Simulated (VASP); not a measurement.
**Rh: single point with PBE**

Rh:

```
CELL_PARAMETERS angstrom
2.53653 0.00000 0.00000
0.00000 2.53653 0.00000
0.00000 0.00000 2.53653
ATOMIC_POSITIONS crystal
Rh 0.00000 0.00000 0.00000
```

```
Program                : VASP 6.6.1
Task                   : single point
Functional             : PBE
Potentials or basis    : VASP PAW PBE potentials, release 64 (Rh_pv)
Cutoff                 : 520 eV
k mesh                 : 13 × 13 × 13
Occupations            : fermi-dirac, width 0.136057 eV
Spin                   : no spin polarisation
Dipole correction      : no
Further INCAR settings : ALGO = Normal; EDIFF = 1e-07; NBANDS = 14
```

```yaml
Pressure: 0.6 GPa
```

Levels at points of the mesh, in eV from the Fermi level:
```csv
k point,band 5,band 6,band 7,band 8,band 9,band 10,band 11,band 12
"(0.00, 0.00, 0.00)",-5.04,-5.04,0.76,0.76,0.76,16.81,16.81,16.81
```

It took 8.8 s on 1 thread of Intel(R) Xeon(R) Platinum 8375C CPU @ 2.90GHz (Ice Lake), with other jobs on the host, peak memory 0.13 GiB.
